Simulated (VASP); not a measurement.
Wanted: the native input for a VASP 6.6.1 run.

```yaml
Task: single point
Functional: r2SCAN
Potentials_or_basis: VASP PAW PBE potentials, release 64 (In_d, As)
Cutoff: 520 eV
k_mesh: 14 × 14 × 14
Occupations: fermi-dirac, width 0.1 eV
Spin: no spin polarisation
Dipole_correction: no
Further_INCAR_settings: ALGO = Normal; EDIFF = 1e-07; NBANDS = 16
```

Crystal: InAs.

```xyz
2
Lattice="0.0000 2.9265 2.9265 2.9265 0.0000 2.9265 2.9265 2.9265 0.0000" Properties=species:S:1:pos:R:3 pbc="T T T"
In    0.0000    0.0000    0.0000
As    4.3897    4.3897    4.3897
```

The input as run:

POSCAR

```
InAs
1.0
    0.0000000000      2.9264984691      2.9264984691
    2.9264984691      0.0000000000      2.9264984691
    2.9264984691      2.9264984691      0.0000000000
In As
1 1
Direct
    0.0000000000      0.0000000000      0.0000000000
    0.7500000000      0.7500000000      0.7500000000
```

INCAR.step1

```
SYSTEM = InAs
PREC = Accurate
ENCUT = 520
ISMEAR = -1
SIGMA = 0.1
LREAL = .False.
LASPH = .True.
NELM = 100
NBANDS = 16
GGA = PE
ALGO = Normal
EDIFF = 1E-4
LWAVE = .True.
LCHARG = .False.
```

INCAR.step2

```
SYSTEM = InAs
PREC = Accurate
ENCUT = 520
EDIFF = 1E-7
ISMEAR = -1
SIGMA = 0.1
LREAL = .False.
LASPH = .True.
NELM = 100
ALGO = Normal
ISIF = 2
LWAVE = .False.
LCHARG = .True.
METAGGA = R2SCAN
LMIXTAU = .True.
LELF = .True.
LVHAR = .True.
NBANDS = 16
ISTART = 1
```

KPOINTS

```
regular mesh
0
Gamma
  14 14 14
  0 0 0
```

Potentials or basis: VASP PAW PBE potentials, release 64 (In_d, As).

The run is started by

```console
$ cat potpaw_PBE.64/In_d/POTCAR potpaw_PBE.64/As/POTCAR > POTCAR
$ cp INCAR.step1 INCAR
$ mpirun -np 1 vasp_std > vasp.out
$ cp INCAR.step2 INCAR
$ mpirun -np 1 vasp_std > vasp.out
```

Results of the run:

- Pressure: 10.0 GPa
- Band gap on the k mesh: 0.79 eV

Caveat: the cell stands under pressure; semilocal functionals underestimate gaps, and a narrow one can read as zero; the PAW data sets were made with another functional, which shifts forces and pressure a little; spin-orbit coupling is left out, which moves the levels of the heavy elements.

It took 4.3 min on 1 thread of Intel(R) Xeon(R) Platinum 8259CL CPU @ 2.50GHz (Skylake/Cascade Lake), on a shared host, peak memory 0.24 GiB.
